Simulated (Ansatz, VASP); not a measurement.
**One calculation of NaH, two programs**

```
Na H
1.0
     0.00000    2.44811    2.44811
     2.44811    0.00000    2.44811
     2.44811    2.44811    0.00000
Na H
1 1
Direct
  0.00000 0.00000 0.00000
  0.50000 0.50000 0.50000
```

Change from the starting cell: volume scaled by 1.01.

Alike in both runs: task single point; functional PBEsol; k mesh 9 × 9 × 9; occupations fermi-dirac, width 0.03 eV; no spin polarisation.

|  | VASP | Ansatz |
| --- | --- | --- |
| version | VASP 6.6.1 | Ansatz 0.2.0 |
| potentials or method | VASP PAW PBE potentials, release 64 (Na_pv, H), cutoff 520 eV | all-electron LAPW, scalar-relativistic |

|  | VASP | Ansatz | Ansatz less VASP |
| --- | --- | --- | --- |
| gap on the k mesh at the Fermi level (eV) | 3.80 | 3.81 | +0.002 |
| pressure (GPa) | -1.4 | -1.4 | +0.03 |

VASP's potentials were made for PBE, not for PBEsol. Ansatz ran all-electron here, and VASP with PAW potentials.
